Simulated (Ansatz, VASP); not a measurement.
**One calculation of Rh, two programs**

```xyz
8
Lattice="1.3350 2.3123 -4.2989 1.3350 2.3123 4.2989 2.6700 -4.6245 0.0000" Properties=species:S:1:pos:R:3 pbc="T T T"
Rh    4.0050    0.7708   -1.0747
Rh    2.6700    3.0830   -1.0747
Rh    2.6700   -1.5415   -1.0747
Rh    1.3350    0.7708   -1.0747
Rh    1.3350   -0.7708    1.0747
Rh    2.6700   -3.0830    1.0747
Rh    2.6700    1.5415    1.0747
Rh    4.0050   -0.7708    1.0747
```

Alike in both runs: task single point; functional LDA; k mesh 8 × 8 × 8; occupations gaussian, width 0.15 eV; no spin polarisation.

```csv
,VASP,Ansatz
version,VASP 6.6.1,Ansatz 0.2.0
potentials or method,"VASP PAW LDA potentials, release 64 (Rh_pv), cutoff 520 eV","scalar-relativistic, plane waves, PAW"
valence electrons in the cell,120,136
```

```csv
,VASP,Ansatz,Ansatz less VASP
gap on the k mesh at the Fermi level (eV),none,none,-
pressure (GPa),1.1,0.1,-0.94
"traceless stress, the component that is largest in VASP (GPa)",0.50,0.48,-0.017
rms of the force components (eV/Å),0.004,0.004,0.0000
```

LDA's correlation is that of Perdew and Zunger in VASP and of Perdew and Wang (1992) in Ansatz. Atom by atom the forces differ by 0.000 eV/Å (rms over components). A gap of «none» marks a metal or a gap that the smearing closes. VASP's potentials hold 120 valence electrons a cell and Ansatz's 136, so a difference there can come from the potentials and not from the codes.
